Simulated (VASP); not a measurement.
## Cs2AgBiBr6: single point with PBE

Cs2AgBiBr6:

```
Bi Cs Ag Br
1.0
     0.00000    5.74194    5.74194
     5.74194    0.00000    5.74194
     5.74194    5.74194    0.00000
Bi Cs Ag Br
1 2 1 6
Direct
  0.00000 0.00000 0.00000
  0.75000 0.75000 0.75000
  0.25000 0.25000 0.25000
  0.50000 0.50000 0.50000
  0.74869 0.74869 0.25131
  0.25131 0.25131 0.74869
  0.74869 0.25131 0.25131
  0.74869 0.25131 0.74869
  0.25131 0.74869 0.74869
  0.25131 0.74869 0.25131
```

* Program: VASP 6.6.1
* Task: single point
* Functional: PBE
* Potentials or basis: VASP PAW PBE potentials, release 64 (Bi_d, Cs_sv, Ag, Br)
* Cutoff: 520 eV
* k mesh: 4 × 4 × 4
* Occupations: fermi-dirac, width 0.05 eV
* Spin: no spin polarisation
* Dipole correction: no
* Further INCAR settings: ALGO = Normal; EDIFF = 1e-06; NBANDS = 54

The pressure is 0.0 GPa. The band gap on the k mesh is 1.33 eV (least direct gap 2.38 eV).

Forces on the atoms (eV/Å):
```
Bi   0.000  0.000  0.000
Cs   0.000  0.000  0.000
Cs   0.000  0.000  0.000
Ag   0.000  0.000  0.000
Br   0.000  0.000 -0.003
Br   0.000  0.000  0.003
Br   0.003  0.000  0.000
Br   0.000 -0.003  0.000
Br  -0.003  0.000  0.000
Br   0.000  0.003  0.000
```

Levels at points of the mesh, in eV from the valence-band top:
```csv
k point,band 40,band 41,band 42,band 43,band 44,band 45,band 46,band 47
"(0.00, 0.00, 0.00)",-0.98,-0.98,-0.55,-0.55,2.34,2.34,2.34,3.71
"(0.50, 0.00, 0.00)",-1.25,-1.25,-1.05,-1.05,1.33,3.54,3.54,5.05
"(0.50, 0.50, 0.00)",-1.32,-0.99,-0.56,0.00,2.77,2.77,3.08,4.28
```

It took 2.6 min on 1 thread of AMD EPYC 9R45 96-Core Processor (Zen 5), on a shared host, peak memory 0.57 GiB.

Caveat: spin-orbit coupling is left out, which moves the levels of the heavy elements. A k mesh can miss the band edges.
